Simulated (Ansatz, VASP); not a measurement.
**Be: VASP beside Ansatz**

```
Be
1.0
     0.00000    1.57865    1.57865
     1.57865    0.00000    1.57865
     1.57865    1.57865    0.00000
Be
1
Direct
  0.00000 0.00000 0.00000
```

Alike in both runs: functional PBE; k mesh 23 × 23 × 23; occupations fermi-dirac, width 0.05 eV; no spin polarisation.

Ansatz relaxed the structure, and its values are those at the end. VASP's run is a single point on that final structure, the one shown.

```csv
,VASP,Ansatz
version,VASP 6.6.1,Ansatz 0.2.0
potentials or method,"VASP PAW PBE potentials, release 64 (Be)","PAW with Ansatz's default frozen-core files, scalar-relativistic"
plane-wave cutoff (eV),520,420
valence electrons in the cell,2,2
```

|  | VASP | Ansatz | Ansatz less VASP |
| --- | --- | --- | --- |
| gap on the k mesh at the Fermi level (eV) | none | none | - |
| pressure (GPa) | 0.1 | 0.0 | -0.13 |

A gap of «none» marks a metal or a gap that the smearing closes. Ansatz's warnings: end state compared.
